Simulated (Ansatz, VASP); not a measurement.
ScInCu4 in VASP and in Ansatz

File INCAR:

```
  PREC = Accurate
  ENCUT = 520
  EDIFF = 1E-6
  ISMEAR = -1
  SIGMA = 0.05
  LREAL = F
  LASPH = T
  NELM = 80
  ALGO = Normal
  ISIF = 2
  LWAVE = F
  LCHARG = T
  LELF = T
  LVHAR = T
  NBANDS = 43
```

Contents of KPOINTS:

```
regular mesh
0
Gamma
  8 8 8
```

File POSCAR:

```
ScInCu4
1.0
    0.0000000000      3.4431230996      3.4431230996
    3.4431230996      0.0000000000      3.4431230996
    3.4431230996      3.4431230996      0.0000000000
Sc In Cu
1 1 4
Direct
    0.0000000000      0.0000000000      0.0000000000
    0.2500000000      0.2500000000      0.2500000000
    0.1246664188      0.6251111937      0.6251111937
    0.6251111937      0.6251111937      0.6251111937
    0.6251111937      0.6251111937      0.1246664188
    0.6251111937      0.1246664188      0.6251111937
```

Input for Ansatz:

```yaml
crystal:
  lattice:
    - [0.0, 3.4431230996, 3.4431230996]
    - [3.4431230996, 0.0, 3.4431230996]
    - [3.4431230996, 3.4431230996, 0.0]
  atoms:
    - { symbol: Sc, position: [0.0, 0.0, 0.0] }
    - { symbol: In, position: [0.25, 0.25, 0.25] }
    - { symbol: Cu, position: [0.1246664188, 0.6251111937, 0.6251111937] }
    - { symbol: Cu, position: [0.6251111937, 0.6251111937, 0.6251111937] }
    - { symbol: Cu, position: [0.6251111937, 0.6251111937, 0.1246664188] }
    - { symbol: Cu, position: [0.6251111937, 0.1246664188, 0.6251111937] }
kpoints:
  mp_grid: { grid: [8, 8, 8] }
scf:
  occupations: { method: fermi_dirac, width: 0.05 }
hamiltonian:
  xc: lda
  pseudopotentials: { kind: all_electron, lapw: { basis_error: 0.0005 } }
output:
  forces: true
  stress: true
  eigenvalues: true
```

Alike in both runs: task single point; functional LDA; k mesh 8 × 8 × 8; occupations fermi-dirac, width 0.05 eV; no spin polarisation.

|  | VASP | Ansatz |
| --- | --- | --- |
| version | VASP 6.6.1 | Ansatz 0.2.0 |
| potentials or method | VASP PAW LDA potentials, release 64 (Sc_sv, In_d, Cu), cutoff 520 eV | all-electron LAPW, scalar-relativistic |

VASP gave:

```
pressure (GPa) : 0.7
```

Problem. What did Ansatz give for the same quantities?

Solution. Pressure (GPa): 0.0.

LDA's correlation is that of Perdew and Zunger in VASP and of Perdew and Wang (1992) in Ansatz. Ansatz ran all-electron here, and VASP with PAW potentials.
